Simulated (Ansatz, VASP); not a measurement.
## MgO in VASP and in Ansatz

Contents of INCAR:

```
PREC = Accurate
ENCUT = 520
EDIFF = 1E-8
ISMEAR = 0
SIGMA = 0.01
LREAL = Auto
LASPH = True
NELM = 100
ALGO = Normal
ISIF = 2
LWAVE = False
LCHARG = False
GGA = PE
LEFG = True
NBANDS = 46
```

Contents of KPOINTS:

```
Automatic mesh
0
Gamma
  4 4 4
```

POSCAR

```
MgO
1.0
    0.0000000000      4.2170000000      4.2170000000
    4.2170000000      0.0000000000      4.2170000000
    4.2170000000      4.2170000000      0.0000000000
Mg O
8 8
Direct
    0.0000000000      0.0000000000      0.0000000000
    0.0000000000      0.0000000000      0.5000000000
    0.0000000000      0.5000000000      0.0000000000
    0.0000000000      0.5000000000      0.5000000000
    0.5000000000      0.0000000000      0.0000000000
    0.5000000000      0.0000000000      0.5000000000
    0.5000000000      0.5000000000      0.0000000000
    0.5000000000      0.5000000000      0.5000000000
    0.2500000000      0.2500000000      0.2500000000
    0.2500000000      0.2500000000      0.7500000000
    0.2500000000      0.7500000000      0.2500000000
    0.2500000000      0.7500000000      0.7500000000
    0.7500000000      0.2500000000      0.2500000000
    0.7500000000      0.2500000000      0.7500000000
    0.7500000000      0.7500000000      0.2500000000
    0.7500000000      0.7500000000      0.7500000000
```

Input for Ansatz:

```yaml
crystal:
  lattice:
    - [0.0, 4.217, 4.217]
    - [4.217, 0.0, 4.217]
    - [4.217, 4.217, 0.0]
  atoms:
    - { symbol: Mg, position: [0.0, 0.0, 0.0] }
    - { symbol: Mg, position: [0.0, 0.0, 0.5] }
    - { symbol: Mg, position: [0.0, 0.5, 0.0] }
    - { symbol: Mg, position: [0.0, 0.5, 0.5] }
    - { symbol: Mg, position: [0.5, 0.0, 0.0] }
    - { symbol: Mg, position: [0.5, 0.0, 0.5] }
    - { symbol: Mg, position: [0.5, 0.5, 0.0] }
    - { symbol: Mg, position: [0.5, 0.5, 0.5] }
    - { symbol: O, position: [0.25, 0.25, 0.25] }
    - { symbol: O, position: [0.25, 0.25, 0.75] }
    - { symbol: O, position: [0.25, 0.75, 0.25] }
    - { symbol: O, position: [0.25, 0.75, 0.75] }
    - { symbol: O, position: [0.75, 0.25, 0.25] }
    - { symbol: O, position: [0.75, 0.25, 0.75] }
    - { symbol: O, position: [0.75, 0.75, 0.25] }
    - { symbol: O, position: [0.75, 0.75, 0.75] }
kpoints:
  mp_grid: { grid: [4, 4, 4] }
scf:
  occupations: { method: fixed }
hamiltonian:
  xc: pbe
  pseudopotentials: { kind: paw }
output:
  forces: true
  efg:
    quadrupole_moments_barn: { Mg: 0.1994, O: -0.02558 }
    contact_densities: true
  core_levels:
    shells: { O: "1s", Mg: "1s" }
    counted_from: valence_top
    eps_inf: [3.206, 3.206, 3.206]
```

Alike in both runs: task electric field gradients; functional PBE; k mesh 4 × 4 × 4; no spin polarisation.

```csv
,VASP,Ansatz
version,VASP 6.6.1,Ansatz 0.2.0
potentials or method,"VASP PAW PBE potentials, release 64 (Mg, O)","plane-wave PAW, scalar-relativistic"
plane-wave cutoff (eV),520,420
occupations,"gaussian, width 0.01 eV",fixed
valence electrons in the cell,64,128
```

```tsv
	VASP	Ansatz	Ansatz less VASP
gap on the k mesh at the Fermi level (eV)	4.69	4.71	+0.017
```

VASP's potentials hold 64 valence electrons a cell and Ansatz's 128, so a difference there can come from the potentials and not from the codes.
